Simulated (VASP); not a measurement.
# Li (Im-3m) in VASP: further runs, part 2 of 2

VASP 6.6.1.

## 6. Single point, PBE

This run uses another cell than the first one, of 24.20 Å³/atom.

Contents of INCAR:

```
SYSTEM = Li
  PREC = Accurate
  ENCUT = 520
  EDIFF = 1E-7
  ISMEAR = -1
  SIGMA = 0.15
  LREAL = .False.
  LASPH = .True.
  NELM = 100
  ALGO = Normal
  ISIF = 2
  LWAVE = .False.
  LCHARG = .False.
  GGA = PE
  NBANDS = 8
```

Contents of KPOINTS:

```
Automatic mesh
0
Gamma
  13 13 13
  0 0 0
```

Contents of POSCAR:

```
Li
1.0
   -1.8222019552      1.8222019552      1.8222019552
    1.8222019552     -1.8222019552      1.8222019552
    1.8222019552      1.8222019552     -1.8222019552
Li
1
Direct
    0.0000000000      0.0000000000      0.0000000000
```

Potentials or basis: VASP PAW PBE potentials, release 64 (Li_sv).

Started as:

```console
> cat potpaw_PBE.64/Li_sv/POTCAR > POTCAR
> mpirun -np 1 vasp_std > vasp.out
```

OUTCAR:

```text
SYSTEM = Li
   PREC = Accurate
   ENCUT = 520
   EDIFF = 1E-7
   ISMEAR = -1
   LREAL = .False.
   LASPH = .True.
   NELM = 100
   ISIF = 2
   GGA = PE

 ion  position               nearest neighbor table
   1  0.000  0.000  0.000-

  LATTYP: Found a body centered cubic cell.
 ALAT       =     3.6444039104

  Lattice vectors:

 A1 = (  -1.8222019552,   1.8222019552,   1.8222019552)
 A2 = (   1.8222019552,  -1.8222019552,   1.8222019552)
 A3 = (   1.8222019552,   1.8222019552,  -1.8222019552)

Analysis of symmetry for initial positions (statically):
=====================================================================
 Subroutine PRICEL returns:
 Original cell was already a primitive cell.

 Routine SETGRP: Setting up the symmetry group for a
 body centered cubic supercell.

 Subroutine GETGRP returns: Found 48 space group operations
 (whereof 48 operations were pure point group operations)
 out of a pool of 48 trial point group operations.

The static configuration has the point symmetry O_h .

Analysis of symmetry for dynamics (positions and initial velocities):
=====================================================================
 Subroutine PRICEL returns:
 Original cell was already a primitive cell.

 Routine SETGRP: Setting up the symmetry group for a
 body centered cubic supercell.

 Subroutine GETGRP returns: Found 48 space group operations
 (whereof 48 operations were pure point group operations)
 out of a pool of 48 trial point group operations.

The dynamic configuration has the point symmetry O_h .

 Subroutine INISYM returns: Found 48 space group operations
 (whereof 48 operations are pure point group operations),
 and found     1 'primitive' translations

----------------------------------------------------------------------------------------

                                     Primitive cell

  volume of cell :      24.2019

  direct lattice vectors                    reciprocal lattice vectors
    -1.822201955  1.822201955  1.822201955     0.000000000  0.274393296  0.274393296
     1.822201955 -1.822201955  1.822201955     0.274393296  0.000000000  0.274393296
     1.822201955  1.822201955 -1.822201955     0.274393296  0.274393296  0.000000000

  length of vectors
     3.156146368  3.156146368  3.156146368     0.388050720  0.388050720  0.388050720

  position of ions in fractional coordinates (direct lattice)
     0.000000000  0.000000000  0.000000000

  ion indices of the primitive-cell ions
   primitive index   ion index
                 1           1

----------------------------------------------------------------------------------------

 KPOINTS: Automatic mesh

Automatic generation of k-mesh.
 Grid dimensions read from file:
 generate k-points for:   13   13   13

 Generating k-lattice:

  Cartesian coordinates                     Fractional coordinates (reciprocal lattice)
     0.000000000  0.021107177  0.021107177     0.076923077  0.000000000  0.000000000
     0.021107177  0.000000000  0.021107177     0.000000000  0.076923077  0.000000000
     0.021107177  0.021107177  0.000000000     0.000000000  0.000000000  0.076923077

  Length of vectors
     0.029850055  0.029850055  0.029850055

  Shift w.r.t. Gamma in fractional coordinates (k-lattice)
     0.000000000  0.000000000  0.000000000

 Subroutine IBZKPT returns following result:
 ===========================================

 Found     84 irreducible k-points:

 Following reciprocal coordinates:
            Coordinates               Weight
  0.000000  0.000000  0.000000      1.000000
  0.076923  0.000000  0.000000     12.000000
  0.153846  0.000000  0.000000     12.000000
  0.230769  0.000000  0.000000     12.000000
  0.307692  0.000000  0.000000     12.000000
  0.384615  0.000000  0.000000     12.000000
[... 16 lines left out ...]
  0.153846  0.076923  0.076923     24.000000
  0.230769  0.076923  0.076923     24.000000
 [... further k-points ...]
   k-points           NKPTS =     84   k-points in BZ     NKDIM =     84   number of bands    NBANDS=      8
   number of dos      NEDOS =    301   number of ions     NIONS =      1
   total plane-waves  NPLWV =  13824
   dimension x,y,z NGX =    24 NGY =   24 NGZ =   24
   dimension x,y,z NGXF=    48 NGYF=   48 NGZF=   48
   ions per type =               1
   NGX,Y,Z   is equivalent  to a cutoff of  12.64, 12.64, 12.64 a.u.
   NGXF,Y,Z  is equivalent  to a cutoff of  25.28, 25.28, 25.28 a.u.
 SYSTEM =  Li
   PREC   = accura    normal or accurate (medium, high low for compatibility)
   ISTART =      0    job   : 0-new  1-cont  2-samecut
   ICHARG =      2    charge: 1-file 2-atom 10-const
   ISPIN  =      1    spin polarized calculation?
   LNONCOLLINEAR =      F non collinear calculations
   LSORBIT =      F    spin-orbit coupling
   LASPH  =      T    aspherical Exc in radial PAW
   ENCUT  =  520.0 eV  38.22 Ry    6.18 a.u.   5.87  5.87  5.87*2*pi/ulx,y,z
   NELM   =    100;   NELMIN=  2; NELMDL= -5     # of ELM steps
   EDIFF  = 0.1E-06   stopping-criterion for ELM
   LREAL  =      F    real-space projection
   EDIFFG = 0.1E-05   stopping-criterion for IOM
   NSW    =      0    number of steps for IOM
   IBRION =     -1    ionic relax: 0-MD 1-quasi-New 2-CG
   NFREE  =      0    steps in history (QN), initial steepest desc. (CG)
   ISIF   =      2    stress and relaxation
   ISYM   =      2    0-nonsym 1-usesym 2-fastsym
   POTIM  = 0.5000    time-step for ionic-motion
   TEBEG  =    0.0;   TEEND  =   0.0 temperature during run
   PSTRESS=    0.0 pullay stress
   NELECT =       3.0000    total number of electrons
   NUPDOWN=      -1.0000    fix difference up-down
   EMIN   =  10.00;   EMAX   =-10.00  energy-range for DOS
   EFERMI =   0.00;   METHOD = LEGACY
   ISMEAR =    -1;   SIGMA  =   0.15  broadening in eV -4-tet -1-fermi 0-gaus
   EFERMI_NEDOS =   21; number of points for ismear=-14 and -15
   IALGO  =     38    algorithm
   IMIX   =      4    mixing-type and parameters
     AMIX     =   0.40;   BMIX     =  1.00
     AMIX_MAG =   1.60;   BMIX_MAG =  1.00
  volume/ion in A,a.u.               =      24.20       163.32
  Fermi-wavevector in a.u.,A,eV,Ry     =   0.816267  1.542520  9.065444  0.666291
  Thomas-Fermi vector in A             =   1.926504
   LORBIT       =      0    0 simple, 1 ext, 2 COOP (PROOUT), +10 PAW based schemes
   GGA     = PE    functional components
   LHFCALC =     F    Hartree Fock is set to
   AEXX    =    0.0000 exact exchange contribution
   IVDW    =     0    specifies the selected vdW correction
   LEPSILON=     F    determine dielectric tensor
   LRPA    =     F    only Hartree local field effects (RPA)
 non-spin polarized calculation
  energy-cutoff  :      520.00
  volume of cell :       24.20
 maximum number of plane-waves:       678
   NGX = 11   NGY = 11   NGZ = 11

 number of electron       3.0000008 magnetization

 Free energy of the ion-electron system (eV)
  ---------------------------------------------------
  ext. energy  EPLUGINS =         0.00000000
  ---------------------------------------------------
  free energy    TOTEN  =        -1.89872005 eV

  energy without entropy =       -1.86149933  energy(sigma->0) =       -1.88010969

 E-fermi :   0.1730     XC(G=0):  -6.6271

 val. band max:        0.0630198076   @ k =  -0.3077   0.4615   0.0769
 cond. band min:       0.1906382660   @ k =  -0.3846   0.4615   0.0769
 fundamental gap:      0.1276184584
 Fermi energy:         0.1730143077

 k-point     1 :       0.0000    0.0000    0.0000
  band No.  band energies     occupation
      1     -46.6780      2.00000
      2      -3.1548      2.00000
      3      13.0217      0.00000
      4      13.0217      0.00000
      5      13.0218      0.00000
      6      17.4486      0.00000
      7      17.4486      0.00000
      8      17.4486      0.00000
[... 243 lines left out ...]
 k-point    24 :       0.2308    0.0769    0.0769
  band No.  band energies     occupation
      1     -46.6713      2.00000
      2      -1.2801      1.99988
      3       6.4093      0.00000
      4       9.0851      0.00000
      5       9.3466      0.00000
      6      15.5351      0.00000
      7      16.0162      0.00000
      8      18.8422      0.00000

 [... further k-points ...]

------------------------ aborting loop because EDIFF is reached ----------------------------------------

  FORCE on cell =-STRESS in cart. coord.  units (eV):
  Direction    XX          YY          ZZ          XY          YZ          ZX
  --------------------------------------------------------------------------------------
  -------------------------------------------------------------------------------------
  Total       -0.2812088     -0.2812088     -0.2812088      0.0000000     -0.0000000      0.0000000
  in kB      -18.6161547    -18.6161547    -18.6161547      0.0000000     -0.0000000      0.0000000
  external PRESSURE =     -18.6161547 kB  Pullay stress =       0.0000000 kB

 VOLUME and BASIS-vectors are now :
 -----------------------------------------------------------------------------
  energy-cutoff  :      520.00
  volume of cell :       24.20
      direct lattice vectors                 reciprocal lattice vectors
    -1.822201955  1.822201955  1.822201955     0.000000000  0.274393296  0.274393296
     1.822201955 -1.822201955  1.822201955     0.274393296  0.000000000  0.274393296
     1.822201955  1.822201955 -1.822201955     0.274393296  0.274393296  0.000000000

 POSITION                                       TOTAL-FORCE (eV/Angst)
 -----------------------------------------------------------------------------------
      0.00000      0.00000      0.00000        -0.000000      0.000000     -0.000000
 -----------------------------------------------------------------------------------
    total drift:                               -0.000000      0.000000     -0.000000

  FREE ENERGIE OF THE ION-ELECTRON SYSTEM (eV)
  ---------------------------------------------------
  free  energy   TOTEN  =        -1.8987200465 eV

  energy  without entropy=       -1.8614993332  energy(sigma->0) =       -1.88010969
```

OSZICAR:

```text
N       E                     dE             d eps       ncg     rms          rms(c)
DAV:   1     0.535349543019E-01    0.53535E-01   -0.68829E+02  1352   0.253E+02
DAV:   2    -0.187465365626E+01   -0.19282E+01   -0.18873E+01  1976   0.364E+01
DAV:   3    -0.190021995245E+01   -0.25566E-01   -0.25548E-01  1544   0.321E+00
DAV:   4    -0.190051251670E+01   -0.29256E-03   -0.29256E-03  1992   0.330E-01
DAV:   5    -0.190051435089E+01   -0.18342E-05   -0.18342E-05  1616   0.198E-02    0.338E-01
DAV:   6    -0.189932191496E+01    0.11924E-02   -0.25641E-04  2056   0.879E-02    0.194E-01
DAV:   7    -0.189871786442E+01    0.60405E-03   -0.68954E-04  2256   0.118E-01    0.271E-02
DAV:   8    -0.189872468875E+01   -0.68243E-05   -0.24106E-05  1488   0.280E-02    0.839E-03
DAV:   9    -0.189872128509E+01    0.34037E-05   -0.16829E-06  2544   0.104E-02    0.528E-04
DAV:  10    -0.189872026279E+01    0.10223E-05   -0.49670E-08  1040   0.174E-03    0.161E-04
DAV:  11    -0.189872004865E+01    0.21414E-06   -0.13009E-08   768   0.810E-04    0.395E-05
DAV:  12    -0.189872004647E+01    0.21753E-08   -0.34693E-09   744   0.470E-04
   1 F= -.18987200E+01 E0= -.18801097E+01  d E =-.372207E-01
```

stdout:

```text
POSCAR found type information on POSCAR Li
 POSCAR found :  1 types and       1 ions
 scaLAPACK will be used
 LDA part: xc-table for (Slater+PW92), standard interpolation
 POSCAR, INCAR and KPOINTS ok, starting setup
 FFT: planning ... GRIDC
 FFT: planning ... GRID_SOFT
 FFT: planning ... GRID
 WAVECAR not read
 entering main loop
```

Wall time 15 s (1 thread of Intel Xeon 8259CL, shared host); peak memory 0.13 GiB.

What came out:

| Property | Result |
| --- | --- |
| Free energy | -1.8987 eV |
| Band gap on the k mesh | zero (an odd number of electrons rules out a gap without spin polarisation) |

Caveat: the cutoff is under 1.25 times the usual one of these potentials, so pressure, stress and relaxed cells hold a basis-set (Pulay) error.

## 7. The runs side by side

```csv
cell,gap on the mesh (eV)
"a = 2.998 Å, angles 109.5°, 1 atom",none
"a = 3.039 Å, angles 109.5°, 1 atom",none
"a = 3.079 Å, angles 109.5°, 1 atom",none
"a = 3.118 Å, angles 109.5°, 1 atom",none
"a = 3.156 Å, angles 109.5°, 1 atom",none
```

Alike in all rows: task single point; level PBE; potentials or basis VASP PAW PBE potentials, release 64 (Li_sv); no spin polarisation; k mesh 13 × 13 × 13; cutoff (eV) 520; smearing fermi-dirac 0.15 eV.

Caveats: the cutoff is under 1.25 times the usual one of these potentials, so pressure, stress and relaxed cells hold a basis-set (Pulay) error.

Absolute energies hang on the potentials; compare differences alone.
